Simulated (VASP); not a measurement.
# Cu (Cmcm) in VASP: further runs

The runs below take Cu through single point, with PBE.

Program: VASP 6.6.1. These are calculated values, not measurements. Logs are shortened: lines on timing, memory, paths and dates and some standing lists are left out, and cuts for length are marked.

## (1) The cell of the first run

Symmetry: Cmcm, No. 63, orthorhombic system. Conventional cell: a = 2.560 Å, b = 7.689 Å, c = 2.398 Å, α = 90.00°, β = 90.00°, γ = 90.00°. Within 3.1 Å of Cu (site symmetry m2m) lie 10 Cu at 2.38 to 2.56 Å.

## (2) Single point, PBE (11.80 Å³/atom)

Contents of INCAR:

```
SYSTEM = Cu
PREC     = Accurate       ! precision mode
ENCUT    = 520            ! plane-wave cutoff, eV
EDIFF    = 1E-6           ! SCF threshold, eV
ISMEAR   = 0              ! smearing method
SIGMA    = 0.15           ! smearing width, eV
LREAL    = .False.        ! projectors in reciprocal space
LASPH    = .True.         ! aspherical terms in the spheres
NELM     = 100            ! most SCF steps
ALGO     = Fast           ! electronic algorithm
ISIF     = 2              ! what is computed and relaxed
LWAVE    = .False.        ! write WAVECAR
LCHARG   = .False.        ! write CHGCAR
GGA      = PE             ! functional
NBANDS   = 18             ! bands
```

Contents of KPOINTS:

```
Automatic mesh
0
Gamma
  20 20 20
  0 0 0
```

Contents of POSCAR:

```
Cu
1.0
    1.2799986551     -3.8444619062      0.0000000000
    1.2799986551      3.8444619062      0.0000000000
    0.0000000000      0.0000000000      2.3979323794
Cu
2
Direct
    0.1340351705      0.8659648295      0.2500000000
    0.8659648295      0.1340351705      0.7500000000
```

Potentials or basis: VASP PAW PBE potentials, release 64 (Cu).

Launch:

```console
> cat potpaw_PBE.64/Cu/POTCAR > POTCAR
> mpirun -np 1 vasp_std > vasp.out
```

OUTCAR:

```text
SYSTEM = Cu
   PREC = Accurate
   ENCUT = 520
   EDIFF = 1E-6
   ISMEAR = 0
   LREAL = .False.
   LASPH = .True.
   NELM = 100
   ISIF = 2
   GGA = PE

 ion  position               nearest neighbor table
   1  0.134  0.866  0.250-   2 2.38   2 2.38   2 2.50   2 2.50   2 2.50   2 2.50
   2  0.866  0.134  0.750-   1 2.38   1 2.38   1 2.50   1 2.50   1 2.50   1 2.50

  LATTYP: Found a base centered orthorhombic cell.
 ALAT       =     2.5599973102
 B/A-ratio  =     3.0034890200
 C/A-ratio  =     0.9366933199

  Lattice vectors:

 A1 = (   1.2799986551,  -3.8444619062,   0.0000000000)
 A2 = (   1.2799986551,   3.8444619062,   0.0000000000)
 A3 = (   0.0000000000,   0.0000000000,   2.3979323794)

Analysis of symmetry for initial positions (statically):
=====================================================================
 Subroutine PRICEL returns:
 Original cell was already a primitive cell.

 Routine SETGRP: Setting up the symmetry group for a
 base centered orthorhombic supercell.

 Subroutine GETGRP returns: Found  8 space group operations
 (whereof  4 operations were pure point group operations)
 out of a pool of  8 trial point group operations.

The static configuration has the point symmetry C_2h.
 The point group associated with its full space group is D_2h.

Analysis of symmetry for dynamics (positions and initial velocities):
=====================================================================
 Subroutine PRICEL returns:
 Original cell was already a primitive cell.

 Routine SETGRP: Setting up the symmetry group for a
 base centered orthorhombic supercell.

 Subroutine GETGRP returns: Found  8 space group operations
 (whereof  4 operations were pure point group operations)
 out of a pool of  8 trial point group operations.

The dynamic configuration has the point symmetry C_2h.
 The point group associated with its full space group is D_2h.

 Subroutine INISYM returns: Found  8 space group operations
 (whereof  4 operations are pure point group operations),
 and found     1 'primitive' translations

----------------------------------------------------------------------------------------

                                     Primitive cell

  volume of cell :      23.6000

  direct lattice vectors                    reciprocal lattice vectors
     1.279998655 -3.844461906  0.000000000     0.390625410 -0.130057213  0.000000000
     1.279998655  3.844461906  0.000000000     0.390625410  0.130057213  0.000000000
     0.000000000  0.000000000  2.397932379     0.000000000  0.000000000  0.417025938

  length of vectors
     4.051948162  4.051948162  2.397932379     0.411707530  0.411707530  0.417025938

  position of ions in fractional coordinates (direct lattice)
     0.134035170  0.865964830  0.250000000
     0.865964830  0.134035170  0.750000000

  ion indices of the primitive-cell ions
   primitive index   ion index
                 1           1
                 2           2

----------------------------------------------------------------------------------------

 KPOINTS: Automatic mesh

Automatic generation of k-mesh.
 Grid dimensions read from file:
 generate k-points for:   20   20   20

 Generating k-lattice:

  Cartesian coordinates                     Fractional coordinates (reciprocal lattice)
     0.019531271 -0.006502861  0.000000000     0.050000000  0.000000000  0.000000000
     0.019531271  0.006502861  0.000000000     0.000000000  0.050000000  0.000000000
     0.000000000  0.000000000  0.020851297     0.000000000  0.000000000  0.050000000

  Length of vectors
     0.020585376  0.020585376  0.020851297

  Shift w.r.t. Gamma in fractional coordinates (k-lattice)
     0.000000000  0.000000000  0.000000000

 Subroutine IBZKPT returns following result:
 ===========================================

 Found   1221 irreducible k-points:

 Following reciprocal coordinates:
            Coordinates               Weight
  0.000000  0.000000  0.000000      1.000000
  0.050000 -0.000000  0.000000      4.000000
  0.100000 -0.000000  0.000000      4.000000
  0.150000 -0.000000  0.000000      4.000000
  0.200000 -0.000000  0.000000      4.000000
  0.250000 -0.000000  0.000000      4.000000
[... 16 lines left out ...]
 -0.400000  0.050000  0.000000      4.000000
 -0.350000  0.050000  0.000000      4.000000
 [... further k-points ...]
   k-points           NKPTS =   1221   k-points in BZ     NKDIM =   1221   number of bands    NBANDS=     18
   number of dos      NEDOS =    301   number of ions     NIONS =      2
   total plane-waves  NPLWV =  16200
   dimension x,y,z NGX =    30 NGY =   30 NGZ =   18
   dimension x,y,z NGXF=    60 NGYF=   60 NGZF=   36
   ions per type =               2
   NGX,Y,Z   is equivalent  to a cutoff of  12.31, 12.31, 12.48 a.u.
   NGXF,Y,Z  is equivalent  to a cutoff of  24.62, 24.62, 24.96 a.u.
 SYSTEM =  Cu
   PREC   = accura    normal or accurate (medium, high low for compatibility)
   ISTART =      0    job   : 0-new  1-cont  2-samecut
   ICHARG =      2    charge: 1-file 2-atom 10-const
   ISPIN  =      1    spin polarized calculation?
   LNONCOLLINEAR =      F non collinear calculations
   LSORBIT =      F    spin-orbit coupling
   LASPH  =      T    aspherical Exc in radial PAW
   ENCUT  =  520.0 eV  38.22 Ry    6.18 a.u.   7.53  7.53  4.46*2*pi/ulx,y,z
   NELM   =    100;   NELMIN=  2; NELMDL= -5     # of ELM steps
   EDIFF  = 0.1E-05   stopping-criterion for ELM
   LREAL  =      F    real-space projection
[... 7 lines left out ...]
   TEBEG  =    0.0;   TEEND  =   0.0 temperature during run
   PSTRESS=    0.0 pullay stress
   NELECT =      22.0000    total number of electrons
   NUPDOWN=      -1.0000    fix difference up-down
   EMIN   =  10.00;   EMAX   =-10.00  energy-range for DOS
   EFERMI =   0.00;   METHOD = LEGACY
   ISMEAR =     0;   SIGMA  =   0.15  broadening in eV -4-tet -1-fermi 0-gaus
   EFERMI_NEDOS =   21; number of points for ismear=-14 and -15
   IALGO  =     68    algorithm
   IMIX   =      4    mixing-type and parameters
     AMIX     =   0.40;   BMIX     =  1.00
     AMIX_MAG =   1.60;   BMIX_MAG =  1.00
  volume/ion in A,a.u.               =      11.80        79.63
  Fermi-wavevector in a.u.,A,eV,Ry     =   1.599233  3.022112 34.797525  2.557546
  Thomas-Fermi vector in A             =   2.696558
   LORBIT       =      0    0 simple, 1 ext, 2 COOP (PROOUT), +10 PAW based schemes
   GGA     = PE    functional components
   LHFCALC =     F    Hartree Fock is set to
   AEXX    =    0.0000 exact exchange contribution
   IVDW    =     0    specifies the selected vdW correction
   LEPSILON=     F    determine dielectric tensor
   LRPA    =     F    only Hartree local field effects (RPA)
 non-spin polarized calculation
 RMM-DIIS sequential band-by-band and
 Gauss-broadening in eV      SIGMA  =   0.15
  energy-cutoff  :      520.00
  volume of cell :       23.60
 maximum number of plane-waves:       653
   NGX = 15   NGY = 15   NGZ =  9

 number of electron      22.0000012 magnetization

 Free energy of the ion-electron system (eV)
  ---------------------------------------------------
  ext. energy  EPLUGINS =         0.00000000
  ---------------------------------------------------
  free energy    TOTEN  =        -7.04153886 eV

  energy without entropy =       -7.03561116  energy(sigma->0) =       -7.03857501

 E-fermi :   7.6388     XC(G=0): -12.6802

 val. band max:        7.6381587474   @ k =   0.4500   0.2000   0.1000
 cond. band min:       7.6439824948   @ k =   0.3000   0.1500   0.3000
 fundamental gap:      0.0058237474
 Fermi energy:         7.6387954885

 k-point     1 :       0.0000    0.0000    0.0000
  band No.  band energies     occupation
      1      -1.7693      2.00000
      2       2.4846      2.00000
      3       3.4570      2.00000
      4       3.9244      2.00000
      5       4.5650      2.00000
      6       4.7564      2.00000
[... 10 lines left out ...]
     17      26.8706      0.00000
     18      27.1991      0.00000

 k-point     2 :       0.0500   -0.0000    0.0000
  band No.  band energies     occupation
      1      -1.7036      2.00000
      2       2.5042      2.00000
      3       3.4767      2.00000
      4       3.9418      2.00000
      5       4.5716      2.00000
      6       4.7542      2.00000
[... 10 lines left out ...]
     17      27.6532      0.00000
     18      28.4580      0.00000

 k-point     3 :       0.1000   -0.0000    0.0000
  band No.  band energies     occupation
      1      -1.5082      2.00000
      2       2.5602      2.00000
      3       3.5317      2.00000
      4       3.9921      2.00000
      5       4.5907      2.00000
      6       4.7453      2.00000
[... 10 lines left out ...]
     17      28.6801      0.00000
     18      30.4642      0.00000

 k-point     4 :       0.1500   -0.0000    0.0000
  band No.  band energies     occupation
      1      -1.1877      2.00000
      2       2.6436      2.00000
      3       3.6105      2.00000
      4       4.0610      2.00000
      5       4.6202      2.00000
      6       4.6355      2.00000
[... 375 lines left out ...]
      4       4.1520      2.00000
      5       4.3607      2.00000
      6       4.8112      2.00000
[... 10 lines left out ...]
     17      29.2397      0.00000
     18      30.6936      0.00000

 k-point    23 :      -0.4000    0.0500    0.0000
  band No.  band energies     occupation
      1       1.1644      2.00000
      2       2.8499      2.00000
      3       3.6823      2.00000
      4       3.9732      2.00000
      5       4.3882      2.00000
      6       4.7965      2.00000
[... 10 lines left out ...]
     17      28.1570      0.00000
     18      30.3967      0.00000

 k-point    24 :      -0.3500    0.0500    0.0000
  band No.  band energies     occupation
      1       0.5423      2.00000
      2       2.8552      2.00000
      3       3.7550      2.00000
      4       3.8359      2.00000
      5       4.4124      2.00000
      6       4.7696      2.00000
[... 10 lines left out ...]
     17      28.5697      0.00000
     18      30.1085      0.00000

 [... further k-points ...]

------------------------ aborting loop because EDIFF is reached ----------------------------------------

  FORCE on cell =-STRESS in cart. coord.  units (eV):
  Direction    XX          YY          ZZ          XY          YZ          ZX
  --------------------------------------------------------------------------------------
  -------------------------------------------------------------------------------------
  Total       -0.2743952      2.6063092      3.1151055      0.0000000      0.0000000      0.0000000
  in kB      -18.6283812    176.9393883    211.4809950      0.0000000      0.0000000      0.0000000
  external PRESSURE =     123.2640007 kB  Pullay stress =       0.0000000 kB

 VOLUME and BASIS-vectors are now :
 -----------------------------------------------------------------------------
  energy-cutoff  :      520.00
  volume of cell :       23.60
      direct lattice vectors                 reciprocal lattice vectors
     1.279998655 -3.844461906  0.000000000     0.390625410 -0.130057213  0.000000000
     1.279998655  3.844461906  0.000000000     0.390625410  0.130057213  0.000000000
     0.000000000  0.000000000  2.397932379     0.000000000  0.000000000  0.417025938

 POSITION                                       TOTAL-FORCE (eV/Angst)
 -----------------------------------------------------------------------------------
      1.28000      2.81388      0.59948         0.000000     -0.229903     -0.000000
      1.28000     -2.81388      1.79845         0.000000      0.229903      0.000000
 -----------------------------------------------------------------------------------
    total drift:                                0.000000      0.000000      0.000000

  FREE ENERGIE OF THE ION-ELECTRON SYSTEM (eV)
  ---------------------------------------------------
  free  energy   TOTEN  =        -7.0415388632 eV

  energy  without entropy=       -7.0356111591  energy(sigma->0) =       -7.03857501
```

Wall time 18 min (1 thread of Intel Xeon 8259CL, shared host); peak memory 0.51 GiB.

What came out:

```
Free energy            : -7.0415 eV
Pressure               : 12.3 GPa
Largest force          : 0.230 eV/Å
Band gap on the k mesh : zero (bands 11 and 12 overlap by 5.44 eV)
```

Forces on the atoms (eV/Å):
```
Cu   0.000 -0.230  0.000
Cu   0.000  0.230  0.000
```

Stress tensor (GPa, compression positive):
```
-1.86  0.00  0.00
 0.00 17.69  0.00
 0.00  0.00 21.15
```

Levels at points of the mesh, in eV from the Fermi level:
| k point | band 9 | band 10 | band 11 | band 12 | band 13 | band 14 |
| --- | --- | --- | --- | --- | --- | --- |
| (0.00, 0.00, 0.00) | -1.97 | -1.81 | -1.44 | 0.37 | 5.54 | 16.11 |
| (0.50, 0.00, 0.00) | -2.08 | -1.64 | -0.88 | 0.65 | 2.11 | 6.60 |
| (0.50, 0.50, 0.00) | -2.25 | -2.09 | -1.68 | -1.60 | 12.97 | 14.96 |
| (0.00, 0.00, 0.50) | -1.83 | -1.83 | 0.25 | 0.25 | 9.13 | 9.13 |
| (0.50, 0.00, 0.50) | -1.42 | -1.42 | 3.44 | 3.44 | 7.45 | 7.45 |
| (0.50, 0.50, 0.50) | -1.53 | -1.53 | -0.66 | -0.66 | 4.34 | 4.34 |

Caveat: the stress differs along the axes, from -2 to 21 GPa.

## (3) Single point, PBE (11.80 Å³/atom)

Contents of INCAR:

```
  PREC = Accurate
  ENCUT = 520
  EDIFF = 1E-7
  ISMEAR = 0
  SIGMA = 0.15
  LREAL = False
  LASPH = True
  NELM = 80
  ALGO = Fast
  ISIF = 2
  LWAVE = False
  LCHARG = True
  GGA = PE
  LELF = True
  LVHAR = True
  NBANDS = 18
```

Contents of KPOINTS:

```
regular mesh
0
Gamma
  20 20 20
```

Contents of POSCAR:

```
Cu
1.0
    1.2133615715     -3.9486187233      0.0000000000
    1.2133615715      3.9486187233      0.0000000000
    0.0000000000      0.0000000000      2.4628988195
Cu
2
Direct
    0.1340351705      0.8659648295      0.2500000000
    0.8659648295      0.1340351705      0.7500000000
```

Potentials or basis: VASP PAW PBE potentials, release 64 (Cu).

Launch:

```console
> cat potpaw_PBE.64/Cu/POTCAR > POTCAR
> mpirun -np 1 vasp_std > vasp.out
```

It took 14 min on 1 thread of Intel Xeon 8259CL, shared host; peak memory 0.51 GiB.

The run converged. Its results:

```yaml
Free_energy: -7.1326 eV
Pressure: 9.9 GPa
Largest_force: 0.087 eV/Å
Band_gap_on_the_k_mesh: zero (bands 11 and 12 overlap by 5.70 eV)
```

Forces on the atoms (eV/Å):
```
Cu   0.000  0.087  0.000
Cu   0.000 -0.087  0.000
```

Stress tensor (GPa, compression positive):
```
 9.26  0.00  0.00
 0.00 10.10  0.00
 0.00  0.00 10.46
```

Levels at points of the mesh, in eV from the Fermi level:
| k point | band 9 | band 10 | band 11 | band 12 | band 13 | band 14 |
| --- | --- | --- | --- | --- | --- | --- |
| (0.00, 0.00, 0.00) | -1.85 | -1.71 | -1.44 | -0.04 | 4.94 | 14.90 |
| (0.50, 0.00, 0.00) | -2.14 | -1.66 | -0.48 | 1.31 | 2.56 | 7.00 |
| (0.50, 0.50, 0.00) | -2.31 | -1.95 | -1.61 | -1.53 | 13.83 | 15.54 |
| (0.00, 0.00, 0.50) | -1.72 | -1.72 | 0.00 | 0.00 | 8.32 | 8.32 |
| (0.50, 0.00, 0.50) | -1.27 | -1.27 | 3.75 | 3.75 | 7.59 | 7.59 |
| (0.50, 0.50, 0.50) | -1.56 | -1.56 | -0.98 | -0.98 | 3.79 | 3.79 |

Caveat: the cell stands under pressure.

[end of part 1 of 2]
